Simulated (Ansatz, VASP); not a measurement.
## C: VASP beside Ansatz

INCAR

```
SYSTEM = C
  PREC = Accurate
  ENCUT = 600
  EDIFF = 1E-6
  ISMEAR = 0
  SIGMA = 0.15
  LREAL = .False.
  LASPH = .True.
  NELM = 120
  ALGO = Normal
  ISIF = 2
  LWAVE = .False.
  LCHARG = .False.
  GGA = PS
  NBANDS = 16
  GGA_COMPAT = .False.
```

Contents of KPOINTS:

```
regular mesh
0
Gamma
  18 18 6
  0 0 0
```

The input POSCAR:

```
C
1.0
    1.2294745828     -2.1290849001      0.0000000000
    1.2294745828      2.1290849001      0.0000000000
    0.0000000000      0.0000000000      7.3778161753
C
4
Direct
    0.1833646339      0.8166353661      0.7498449277
    0.4832786721      0.5167213279      0.2501554851
    0.8166353661      0.1833646339      0.2501550723
    0.5167213279      0.4832786721      0.7498445149
```

Input for Ansatz:

```yaml
crystal:
  lattice:
    - [1.2294745828, -2.1290849001, 0.0]
    - [1.2294745828, 2.1290849001, 0.0]
    - [0.0, 0.0, 7.3778161753]
  atoms:
    - { symbol: C, position: [0.1833646339, 0.8166353661, 0.7498449277] }
    - { symbol: C, position: [0.4832786721, 0.5167213279, 0.2501554851] }
    - { symbol: C, position: [0.8166353661, 0.1833646339, 0.2501550723] }
    - { symbol: C, position: [0.5167213279, 0.4832786721, 0.7498445149] }
basis:
  ecutwfc: 520.0
kpoints:
  mp_grid: { grid: [18, 18, 6] }
hamiltonian:
  xc: pbesol
  pseudopotentials: { kind: paw, azcp: { folder: soft_1 } }
scf:
  occupations: { method: gaussian, width: 0.15 }
output:
  forces: true
  stress: true
  eigenvalues: true
```

Change from the starting cell: mode 1 frozen in at -0.426 Å and mode 5 at +0.000 Å (largest displacements).

Alike in both runs: task single point; functional PBEsol; k mesh 18 × 18 × 6; occupations gaussian, width 0.15 eV; no spin polarisation.

```csv
,VASP,Ansatz
version,VASP 6.6.1,Ansatz 0.2.0
potentials or method,"VASP PAW PBE potentials, release 64 (C), cutoff 600 eV","scalar-relativistic, plane waves, PAW"
valence electrons in the cell,16,16
```

Ansatz gave:

| Property | Result |
| --- | --- |
| gap on the k mesh at the Fermi level (eV) | 0.01 |
| least direct gap on the mesh (eV) | 0.01 |
| pressure (GPa) | 0.0 |
| traceless stress, the component that is largest in VASP (GPa) | -0.08 |

Question: Estimate VASP's values.

Answer: gap on the k mesh at the Fermi level (eV): 0.01; least direct gap on the mesh (eV): 0.01; pressure (GPa): 0.3; traceless stress, the component that is largest in VASP (GPa): -0.65.

VASP's potentials were made for PBE, not for PBEsol, and Ansatz warns of the same on its side.
